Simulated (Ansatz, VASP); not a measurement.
In4Sb3As in VASP and in Ansatz

```
CELL_PARAMETERS angstrom
6.65418 0.00000 0.00000
0.00000 6.65418 0.00000
0.00000 0.00000 6.65418
ATOMIC_POSITIONS crystal
In 0.24166 0.75833 0.24166
In 0.24166 0.24166 0.75833
In 0.75833 0.75833 0.75833
In 0.75833 0.24166 0.24166
Sb 0.00000 0.50000 0.50000
Sb 0.50000 0.50000 0.00000
Sb 0.50000 0.00000 0.50000
As 0.00000 0.00000 0.00000
```

Alike in both runs: functional PBE; k mesh 6 × 6 × 6; occupations gaussian, width 0.1 eV; no spin polarisation.

Ansatz relaxed the structure, and its values are those at the end. VASP's run is a single point on that final structure, the one shown.

|  | VASP | Ansatz |
| --- | --- | --- |
| version | VASP 6.6.1 | Ansatz 0.2.0 |
| potentials or method | VASP PAW PBE potentials, release 64 (In_d, Sb, As), cutoff 520 eV | scalar-relativistic, plane waves, PAW |
| valence electrons in the cell | 72 | 112 |

```csv
,VASP,Ansatz,Ansatz less VASP
gap on the k mesh at the Fermi level (eV),none,none,-
pressure (GPa),-2.0,-2.0,+0.01
rms of the force components (eV/Å),0.006,0.005,-0.0016
```

A gap of «none» marks a metal or a gap that the smearing closes. VASP's potentials hold 72 valence electrons a cell and Ansatz's 112, so a difference there can come from the potentials and not from the codes. Ansatz's warnings: stress scf threshold loose.

Neither program's run includes spin-orbit coupling.
